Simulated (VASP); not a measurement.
A run of VASP 6.6.1 is set up as follows.

INCAR

```
PREC = Accurate
ENCUT = 520
EDIFF = 1E-6
ISMEAR = -1
SIGMA = 0.02
LREAL = F
LASPH = T
NELM = 100
ALGO = Normal
ISIF = 2
LWAVE = F
LCHARG = F
GGA = PS
NBANDS = 46
```

The input KPOINTS:

```
Automatic mesh
0
Gamma
  5 5 5
```

File POSCAR:

```
Ga3Bi2As
1.0
    4.3389939450      0.0000000000      0.0000000000
   -2.1694969725      3.7576789832      0.0000000000
    0.0000000000      0.0000000000     10.6220528701
As Bi Ga
1 2 3
Direct
    0.0000000000      0.0000000000      0.0002928626
    0.3333333333      0.6666666667      0.3243475444
    0.6666666667      0.3333333333      0.6742455647
    0.3333333333      0.6666666667      0.0650415395
    0.6666666667      0.3333333333      0.4174205607
    0.0000000000      0.0000000000      0.7686519281
```

Potentials or basis: VASP PAW PBE potentials, release 64 (As, Bi_d, Ga_d).

The run is started by

```console
$ cat potpaw_PBE.64/As/POTCAR potpaw_PBE.64/Bi_d/POTCAR potpaw_PBE.64/Ga_d/POTCAR > POTCAR
$ mpirun -np 1 vasp_std > vasp.out
```

Question: Predict the band gap on the k mesh.

Answer: Zero (bands 37 and 38 overlap by 0.23 eV).

Question: Predict the pressure.

Answer: -0.2 GPa.

Forces in eV/Å, atoms in the order of the input:
```
As   0.000  0.000  0.131
Bi   0.000  0.000 -0.042
Bi   0.000  0.000 -0.100
Ga   0.000  0.000 -0.146
Ga   0.000  0.000  0.071
Ga   0.000  0.000  0.087
```

Caveat: the PAW data sets were made with another functional, which shifts forces and pressure a little; spin-orbit coupling is left out, which moves the levels of the heavy elements.
